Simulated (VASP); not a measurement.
Crystal: AgRh.

```xyz
2
Lattice="2.7776 0.0000 0.0000 -1.3888 2.4055 0.0000 0.0000 0.0000 4.8086" Properties=species:S:1:pos:R:3 pbc="T T T"
Ag    0.0000    0.0000    2.4043
Rh    1.3888    0.8018    0.0000
```

- Program: VASP 6.6.1
- Task: relaxation of cell and atoms
- Functional: PBEsol
- Potentials or basis: VASP PAW PBE potentials, release 64 (Ag, Rh_pv)
- Cutoff: 600 eV
- k mesh: 11 × 11 × 6
- Occupations: fermi-dirac, width 0.05 eV
- Spin: no spin polarisation

At the start: pressure -10.8 GPa; volume 16.06 Å³/atom.

Q: Where does the relaxation end?

A: Over 6 steps the energy falls by 38.8 meV/atom and the volume is 15.00 Å³/atom (-6.6 %); space group P-6m2 (No. 187, to 0.1 Å) before and after.

Step by step:
| step | energy change (eV) | largest force (eV/Å) | pressure (GPa) | volume (Å³) |
| --- | --- | --- | --- | --- |
| 1 | 0.0000 | 0.0000 | -10.82 | 32.13 |
| 2 | 0.0983 | 0.0000 | 23.07 | 27.34 |
| 3 | -0.0763 | 0.0000 | -0.34 | 30.07 |
| 4 | -0.0764 | 0.0000 | 0.02 | 30.03 |
| 5 | -0.0776 | 0.0000 | 0.01 | 30.00 |
| 6 | -0.0776 | 0.0000 | -0.02 | 29.99 |

Final structure:
```yaml
crystal:
  lattice:
    - [2.72357, 0.00000, 0.00000]
    - [-1.36178, 2.35868, 0.00000]
    - [0.00000, 0.00000, 4.66885]
  atoms:
    - { symbol: Ag, position: [0.00000, 0.00000, 0.50000] }
    - { symbol: Rh, position: [0.66667, 0.33333, 0.00000] }
```

Caveat: the PAW data sets were made with another functional, which shifts forces and pressure a little.
